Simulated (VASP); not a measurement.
# Fe (P6_3/mmc) in VASP: single point with PBE

Aim: the single point of Fe with PBE.

Everything below comes from runs of VASP 6.6.1. Logs are shortened: lines on timing, memory, paths and dates and some standing lists are left out, and cuts for length are marked.

## 1. The cell of the first run

Symmetry: P6_3/mmc, No. 194, hexagonal system. The conventional cell has a = 2.461 Å, b = 2.461 Å, c = 3.887 Å, α = 90.00°, β = 90.00°, γ = 120.00°. Within 3.2 Å of Fe (site symmetry -6m2) lie 12 Fe at 2.41 to 2.46 Å.

## 2. Single point, PBE, collinear spin, antiferromagnetic start

The input, INCAR:

```
PREC = Accurate ; ENCUT = 520
EDIFF = 1E-7 ; ISMEAR = 0
SIGMA = 0.05 ; LREAL = F
LASPH = T ; NELM = 150
ALGO = Normal ; ISIF = 2
LWAVE = F ; LCHARG = F
ISPIN = 2 ; MAGMOM = 2.5 -2.5
LORBIT = 11 ; LMAXMIX = 4
GGA = PE ; NBANDS = 19
```

The input, KPOINTS:

```
Automatic mesh
0
Gamma
  20 20 12
```

The input, POSCAR:

```
Fe
1.0
    2.4610419407      0.0000000000      0.0000000000
   -1.2305209704      2.1313248404      0.0000000000
    0.0000000000      0.0000000000      3.8874735084
Fe
2
Direct
    0.3333333333      0.6666666667      0.2500000000
    0.6666666667      0.3333333333      0.7500000000
```

Potentials or basis: VASP PAW PBE potentials, release 64 (Fe).

Command:

```console
cat potpaw_PBE.64/Fe/POTCAR > POTCAR
mpirun -np 1 vasp_std > vasp.out
```

OUTCAR:

```text
PREC = Accurate
   ENCUT = 520
   EDIFF = 1E-7
   ISMEAR = 0
   LREAL = F
   LASPH = T
   NELM = 150
   ISIF = 2
   ISPIN = 2
   LORBIT = 11
   GGA = PE

 ion  position               nearest neighbor table
   1  0.333  0.667  0.250-   2 2.41   2 2.41   2 2.41   2 2.41   2 2.41   2 2.41
   2  0.667  0.333  0.750-   1 2.41   1 2.41   1 2.41   1 2.41   1 2.41   1 2.41

  LATTYP: Found a hexagonal cell.
 ALAT       =     2.4610419407
 C/A-ratio  =     1.5796047374

  Lattice vectors:

 A1 = (   2.4610419407,   0.0000000000,   0.0000000000)
 A2 = (  -1.2305209704,   2.1313248404,   0.0000000000)
 A3 = (   0.0000000000,   0.0000000000,   3.8874735084)

Analysis of symmetry for initial positions (statically):
=====================================================================
 Subroutine PRICEL returns:
 Original cell was already a primitive cell.

 Routine SETGRP: Setting up the symmetry group for a
 hexagonal supercell.

 Subroutine GETGRP returns: Found 24 space group operations
 (whereof 12 operations were pure point group operations)
 out of a pool of 24 trial point group operations.

The static configuration has the point symmetry D_3d.
 The point group associated with its full space group is D_6h.

Analysis of symmetry for dynamics (positions and initial velocities):
=====================================================================
 Subroutine PRICEL returns:
 Original cell was already a primitive cell.

 Routine SETGRP: Setting up the symmetry group for a
 hexagonal supercell.

 Subroutine GETGRP returns: Found 24 space group operations
 (whereof 12 operations were pure point group operations)
 out of a pool of 24 trial point group operations.

The dynamic configuration has the point symmetry D_3d.
 The point group associated with its full space group is D_6h.

Analysis of structural, dynamic, and magnetic symmetry:
=====================================================================
 Subroutine PRICEL returns:
 Original cell was already a primitive cell.

 Routine SETGRP: Setting up the symmetry group for a
 hexagonal supercell.

 Subroutine GETGRP returns: Found 24 space group operations
 (whereof 12 operations were pure point group operations)
 out of a pool of 24 trial point group operations.

The overall configuration has the point symmetry D_3d.
 The point group associated with its full space group is D_6h.

 Subroutine INISYM returns: Found 24 space group operations
 (whereof 12 operations are pure point group operations),
 and found     1 'primitive' translations

----------------------------------------------------------------------------------------

                                     Primitive cell

  volume of cell :      20.3909

  direct lattice vectors                    reciprocal lattice vectors
     2.461041941  0.000000000  0.000000000     0.406331962  0.234595868  0.000000000
    -1.230520970  2.131324840  0.000000000     0.000000000  0.469191735  0.000000000
     0.000000000  0.000000000  3.887473508     0.000000000  0.000000000  0.257236480

  length of vectors
     2.461041941  2.461041941  3.887473508     0.469191735  0.469191735  0.257236480

  position of ions in fractional coordinates (direct lattice)
     0.333333333  0.666666667  0.250000000
     0.666666667  0.333333333  0.750000000

  ion indices of the primitive-cell ions
   primitive index   ion index
                 1           1
                 2           2

----------------------------------------------------------------------------------------

 KPOINTS: Automatic mesh

Automatic generation of k-mesh.
 Grid dimensions read from file:
 generate k-points for:   20   20   12

 Generating k-lattice:

  Cartesian coordinates                     Fractional coordinates (reciprocal lattice)
     0.020316598  0.011729793  0.000000000     0.050000000 -0.000000000  0.000000000
     0.000000000  0.023459587  0.000000000     0.000000000  0.050000000  0.000000000
     0.000000000  0.000000000  0.021436373     0.000000000  0.000000000  0.083333333

  Length of vectors
     0.023459587  0.023459587  0.021436373

  Shift w.r.t. Gamma in fractional coordinates (k-lattice)
     0.000000000  0.000000000  0.000000000

 Subroutine IBZKPT returns following result:
 ===========================================

 Found    308 irreducible k-points:

 Following reciprocal coordinates:
            Coordinates               Weight
  0.000000  0.000000  0.000000      1.000000
  0.050000  0.000000  0.000000      6.000000
  0.100000  0.000000  0.000000      6.000000
  0.150000  0.000000  0.000000      6.000000
  0.200000  0.000000  0.000000      6.000000
  0.250000  0.000000  0.000000      6.000000
[... 16 lines left out ...]
  0.200000  0.100000  0.000000     12.000000
  0.250000  0.100000  0.000000     12.000000
 [... further k-points ...]
   k-points           NKPTS =    308   k-points in BZ     NKDIM =    308   number of bands    NBANDS=     19
   number of dos      NEDOS =    301   number of ions     NIONS =      2
   total plane-waves  NPLWV =   9720
   dimension x,y,z NGX =    18 NGY =   18 NGZ =   30
   dimension x,y,z NGXF=    36 NGYF=   36 NGZF=   60
   ions per type =               2
   NGX,Y,Z   is equivalent  to a cutoff of  12.16, 12.16, 12.83 a.u.
   NGXF,Y,Z  is equivalent  to a cutoff of  24.32, 24.32, 25.66 a.u.
 SYSTEM =  unknown system
   PREC   = accura    normal or accurate (medium, high low for compatibility)
   ISTART =      0    job   : 0-new  1-cont  2-samecut
   ICHARG =      2    charge: 1-file 2-atom 10-const
   ISPIN  =      2    spin polarized calculation?
   LNONCOLLINEAR =      F non collinear calculations
   LSORBIT =      F    spin-orbit coupling
   LASPH  =      T    aspherical Exc in radial PAW
   ENCUT  =  520.0 eV  38.22 Ry    6.18 a.u.   4.58  4.58  7.23*2*pi/ulx,y,z
   NELM   =    150;   NELMIN=  2; NELMDL= -5     # of ELM steps
   EDIFF  = 0.1E-06   stopping-criterion for ELM
   LREAL  =      F    real-space projection
   EDIFFG = 0.1E-05   stopping-criterion for IOM
   NSW    =      0    number of steps for IOM
   IBRION =     -1    ionic relax: 0-MD 1-quasi-New 2-CG
   NFREE  =      0    steps in history (QN), initial steepest desc. (CG)
   ISIF   =      2    stress and relaxation
   ISYM   =      2    0-nonsym 1-usesym 2-fastsym
   POTIM  = 0.5000    time-step for ionic-motion
   TEBEG  =    0.0;   TEEND  =   0.0 temperature during run
   PSTRESS=    0.0 pullay stress
   NELECT =      16.0000    total number of electrons
   NUPDOWN=      -1.0000    fix difference up-down
   EMIN   =  10.00;   EMAX   =-10.00  energy-range for DOS
   EFERMI =   0.00;   METHOD = LEGACY
   ISMEAR =     0;   SIGMA  =   0.05  broadening in eV -4-tet -1-fermi 0-gaus
   EFERMI_NEDOS =   21; number of points for ismear=-14 and -15
   IALGO  =     38    algorithm
   IMIX   =      4    mixing-type and parameters
     AMIX     =   0.40;   BMIX     =  1.00
     AMIX_MAG =   1.60;   BMIX_MAG =  1.00
  volume/ion in A,a.u.               =      10.20        68.80
  Fermi-wavevector in a.u.,A,eV,Ry     =   1.509974  2.853437 31.021574  2.280021
  Thomas-Fermi vector in A             =   2.620225
   LORBIT       =     11    0 simple, 1 ext, 2 COOP (PROOUT), +10 PAW based schemes
   GGA     = PE    functional components
   LHFCALC =     F    Hartree Fock is set to
   AEXX    =    0.0000 exact exchange contribution
   IVDW    =     0    specifies the selected vdW correction
   LEPSILON=     F    determine dielectric tensor
   LRPA    =     F    only Hartree local field effects (RPA)
 spin polarized calculation
 Gauss-broadening in eV      SIGMA  =   0.05
  energy-cutoff  :      520.00
  volume of cell :       20.39
 maximum number of plane-waves:       568
   NGX =  9   NGY =  9   NGZ = 15

 number of electron      16.0000006 magnetization      -0.0000000

 number of electron      16.0000006 magnetization       0.0000000

 Free energy of the ion-electron system (eV)
  ---------------------------------------------------
  ext. energy  EPLUGINS =         0.00000000
  ---------------------------------------------------
  free energy    TOTEN  =       -16.30893596 eV

  energy without entropy =      -16.30605962  energy(sigma->0) =      -16.30749779

 E-fermi :   6.9157     XC(G=0): -13.7891

 val. band max:        6.9140773601   @ k =   0.4500   0.0500   0.5000
 cond. band min:       6.9184289915   @ k =   0.2000   0.1000   0.2500
 fundamental gap:      0.0043516314
 Fermi energy:         6.9157463078

 spin component 1

 k-point     1 :       0.0000    0.0000    0.0000
  band No.  band energies     occupation
      1      -2.0114      1.00000
      2       1.9735      1.00000
      3       5.2477      1.00000
      4       5.2477      1.00000
      5       5.3838      1.00000
      6       5.7133      1.00000
[... 11 lines left out ...]
     18      33.4004      0.00000
     19      33.9788      0.00000
[... 485 lines left out ...]
 k-point    24 :       0.2500    0.1000    0.0000
  band No.  band energies     occupation
      1       1.0571      1.00000
      2       3.0431      1.00000
      3       3.4910      1.00000
      4       4.0110      1.00000
      5       5.0889      1.00000
      6       5.4140      1.00000
[... 11 lines left out ...]
     18      29.9270      0.00000
     19      32.9417      0.00000

 [... further k-points ...]

 spin component 2

 k-point     1 :       0.0000    0.0000    0.0000
  band No.  band energies     occupation
      1      -2.0114      1.00000
      2       1.9735      1.00000
      3       5.2477      1.00000
      4       5.2477      1.00000
      5       5.3838      1.00000
      6       5.7133      1.00000
[... 11 lines left out ...]
     18      33.4004      0.00000
     19      33.9788      0.00000
[... 485 lines left out ...]
 k-point    24 :       0.2500    0.1000    0.0000
  band No.  band energies     occupation
      1       1.0571      1.00000
      2       3.0431      1.00000
      3       3.4910      1.00000
      4       4.0110      1.00000
      5       5.0889      1.00000
      6       5.4140      1.00000
[... 11 lines left out ...]
     18      29.9270      0.00000
     19      32.9417      0.00000

 [... further k-points ...]

------------------------ aborting loop because EDIFF is reached ----------------------------------------

  FORCE on cell =-STRESS in cart. coord.  units (eV):
  Direction    XX          YY          ZZ          XY          YZ          ZX
  --------------------------------------------------------------------------------------
  -------------------------------------------------------------------------------------
  Total       -0.0792777     -0.0792777     -0.0947564      0.0000000      0.0000000      0.0000000
  in kB       -6.2291013     -6.2291013     -7.4453149      0.0000000      0.0000000      0.0000000
  external PRESSURE =      -6.6345059 kB  Pullay stress =       0.0000000 kB

 VOLUME and BASIS-vectors are now :
 -----------------------------------------------------------------------------
  energy-cutoff  :      520.00
  volume of cell :       20.39
      direct lattice vectors                 reciprocal lattice vectors
     2.461041941  0.000000000  0.000000000     0.406331962  0.234595868  0.000000000
    -1.230520970  2.131324840  0.000000000     0.000000000  0.469191735  0.000000000
     0.000000000  0.000000000  3.887473508     0.000000000  0.000000000  0.257236480

 POSITION                                       TOTAL-FORCE (eV/Angst)
 -----------------------------------------------------------------------------------
     -0.00000      1.42088      0.97187         0.000000      0.000000      0.000000
      1.23052      0.71044      2.91561        -0.000000     -0.000000      0.000000
 -----------------------------------------------------------------------------------
    total drift:                               -0.000000      0.000000     -0.000000

  FREE ENERGIE OF THE ION-ELECTRON SYSTEM (eV)
  ---------------------------------------------------
  free  energy   TOTEN  =       -16.3089359584 eV

  energy  without entropy=      -16.3060596176  energy(sigma->0) =      -16.30749779

 total charge

# of ion       s       p       d       tot
------------------------------------------
    1        0.535   0.637   6.337   7.510
    2        0.535   0.637   6.337   7.510
--------------------------------------------------
tot          1.071   1.274  12.675  15.019

 magnetization (x)

# of ion       s       p       d       tot
------------------------------------------
    1       -0.000  -0.000  -0.000  -0.000
    2        0.000   0.000   0.000   0.000
--------------------------------------------------
tot          0.000   0.000   0.000   0.000
```

It took 9.6 min on 1 thread of Intel Xeon 8259CL, shared host; peak memory 0.27 GiB.

Results:

```
Free energy                                           : -16.3089 eV
Pressure                                              : -0.7 GPa
Band gap on the k mesh                                : zero (filled and empty bands overlap)
Net moment                                            : 0.00 μB per cell
Valence electrons inside the program's atomic spheres : Fe 7.51
```

Levels at points of the mesh, in eV from the Fermi level:
Spin up:
```tsv
k point	band 6	band 7	band 8	band 9	band 10	band 11
(0.00, 0.00, 0.00)	-1.20	-1.20	-0.87	-0.87	0.54	0.69
(0.50, 0.00, 0.00)	-1.53	-1.08	0.79	1.02	1.06	2.66
(0.00, 0.00, 0.50)	-1.79	-1.79	-1.79	0.30	0.30	0.30
(0.50, 0.00, 0.50)	-0.67	0.09	0.09	0.93	0.93	2.46
```
Spin down:
```tsv
k point	band 4	band 5	band 6	band 7	band 8	band 9	band 10	band 11	band 12	band 13
(0.00, 0.00, 0.00)	-1.67	-1.53	-1.20	-1.20	-0.87	-0.87	0.54	0.69	0.69	8.76
(0.50, 0.00, 0.00)	-2.07	-1.97	-1.53	-1.08	0.79	1.02	1.06	2.66	4.80	11.26
(0.00, 0.00, 0.50)	-2.08	-1.79	-1.79	-1.79	-1.79	0.30	0.30	0.30	0.30	17.16
(0.50, 0.00, 0.50)	-3.16	-0.67	-0.67	0.09	0.09	0.93	0.93	2.46	2.47	9.19
```

Caveat: the starting moments collapsed, and a magnetic state may lie lower.
